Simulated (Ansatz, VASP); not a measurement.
Two plane-wave programs on MgS

The input INCAR:

```
SYSTEM = MgS
PREC = Accurate ; ENCUT = 600
EDIFF = 1E-6 ; ISMEAR = 0
SIGMA = 0.01 ; LREAL = .FALSE.
LASPH = .TRUE. ; NELM = 120
ALGO = Normal ; ISIF = 2
LWAVE = .FALSE. ; LCHARG = .TRUE.
GGA = PS ; LELF = .TRUE.
LVHAR = .TRUE. ; NBANDS = 11
GGA_COMPAT = .FALSE.
```

The input KPOINTS:

```
Automatic mesh
0
G
  6 6 6
  0 0 0
```

File POSCAR:

```
MgS
1.0
    0.0000000000      2.8539585520      2.7840228496
    2.8539585520      0.0000000000      2.7840228496
    2.8539585520      2.8539585520      0.0000000000
Mg S
1 1
Direct
    0.0000000000      0.0000000000      0.0000000000
    0.2500000000      0.2500000000      0.2500000000
```

Input for Ansatz:

```yaml
crystal:
  lattice:
    - [0.0, 2.8539585547, 2.7840228537]
    - [2.8539585547, 0.0, 2.7840228537]
    - [2.8539585547, 2.8539585547, 0.0]
  atoms:
    - { symbol: Mg, position: [0.0, 0.0, 0.0] }
    - { symbol: S, position: [0.25, 0.25, 0.25] }
basis:
  ecutwfc: 600.0
kpoints:
  mp_grid: { grid: [6, 6, 6] }
  band_path:
    path:
      - [0.0, 0.0, 0.0]
      - [0.0, 0.0, 0.0]
      - [0.0, 0.0, 0.0]
      - [0.0, 0.0, 0.0]
      - [0.0, 0.0, 0.0]
      - [0.0, 0.0, 0.0]
      - [0.0, 0.0, 0.0]
      - [0.0, 0.0, 0.0]
      - [0.0, 0.0, 0.0]
      - [0.0, 0.0, 0.0]
      - [0.0, 0.0, 0.0]
      - [0.0, 0.0, 0.0]
      - [0.0, 0.0, 0.0]
      - [0.0, 0.0, 0.0]
      - [0.0, 0.0, 0.0]
      - [0.0, 0.0, 0.0]
      - [0.0, 0.0, 0.0]
      - [0.0, 0.0, 0.0]
      - [0.0, 0.0, 0.0]
      - [0.0, 0.0, 0.0]
      - [0.0, 0.0, 0.0]
      - [0.0, 0.0, 0.0]
      - [0.0, 0.0, 0.0]
      - [0.0, 0.0, 0.0]
      - [0.0, 0.0, 0.0]
      - [0.0, 0.0, 0.0]
      - [0.3, 0.3, 0.0]
      - [0.3166666667, 0.3166666667, 0.0]
      - [0.3333333333, 0.3333333333, 0.0]
      - [0.35, 0.35, 0.0]
      - [0.3666666667, 0.3666666667, 0.0]
      - [0.3833333333, 0.3833333333, 0.0]
      - [0.4, 0.4, 0.0]
      - [0.4166666667, 0.4166666667, 0.0]
      - [0.4333333333, 0.4333333333, 0.0]
      - [0.45, 0.45, 0.0]
      - [0.4666666667, 0.4666666667, 0.0]
      - [0.4833333333, 0.4833333333, 0.0]
      - [0.5, 0.5, 0.0]
      - [0.0, 0.3, 0.3]
      - [0.0, 0.3166666667, 0.3166666667]
      - [0.0, 0.3333333333, 0.3333333333]
      - [0.0, 0.35, 0.35]
      - [0.0, 0.3666666667, 0.3666666667]
      - [0.0, 0.3833333333, 0.3833333333]
      - [0.0, 0.4, 0.4]
      - [0.0, 0.4166666667, 0.4166666667]
      - [0.0, 0.4333333333, 0.4333333333]
      - [0.0, 0.45, 0.45]
      - [0.0, 0.4666666667, 0.4666666667]
      - [0.0, 0.4833333333, 0.4833333333]
      - [0.0, 0.5, 0.5]
      - [0.5, 0.5, 0.5]
      - [0.5, 0.5, 0.5]
      - [0.5, 0.5, 0.5]
      - [0.5, 0.5, 0.5]
      - [0.5, 0.5, 0.5]
      - [0.5, 0.5, 0.5]
      - [0.5, 0.5, 0.5]
      - [0.5, 0.5, 0.5]
      - [0.5, 0.5, 0.5]
      - [0.5, 0.5, 0.5]
      - [0.5, 0.5, 0.5]
      - [0.5, 0.5, 0.5]
      - [0.5, 0.5, 0.5]
      - [0.0, 0.0, 0.5]
      - [0.0, 0.0, 0.5]
      - [0.0, 0.0, 0.5]
      - [0.0, 0.0, 0.5]
      - [0.0, 0.0, 0.5]
      - [0.0, 0.0, 0.5]
      - [0.0, 0.0, 0.5]
      - [0.0, 0.0, 0.5]
      - [0.0, 0.0, 0.5]
      - [0.0, 0.0, 0.5]
      - [0.0, 0.0, 0.5]
      - [0.0, 0.0, 0.5]
      - [0.0, 0.0, 0.5]
    npoints: 1
hamiltonian:
  xc: pbesol
  pseudopotentials: { kind: paw, azcp: { folder: soft_1 } }
scf:
  occupations: { method: fixed }
  n_extra_bands: 5
output:
  eigenvalues: true
```

Alike in both runs: task single point; functional PBEsol; k mesh 6 × 6 × 6; no spin polarisation.

|  | VASP | Ansatz |
| --- | --- | --- |
| version | VASP 6.6.1 | Ansatz 0.2.0 |
| potentials or method | VASP PAW PBE potentials, release 64 (Mg, S), cutoff 600 eV | scalar-relativistic, plane waves, PAW |
| occupations | gaussian, width 0.01 eV | fixed |
| valence electrons in the cell | 8 | 16 |

```tsv
	VASP	Ansatz	Ansatz less VASP
gap on the k mesh at the Fermi level (eV)	3.25	3.25	-0.002
least direct gap on the mesh (eV)	3.25	3.25	-0.002
```

VASP's potentials were made for PBE, not for PBEsol, and Ansatz warns of the same on its side. VASP's potentials hold 8 valence electrons a cell and Ansatz's 16, so a difference there can come from the potentials and not from the codes.
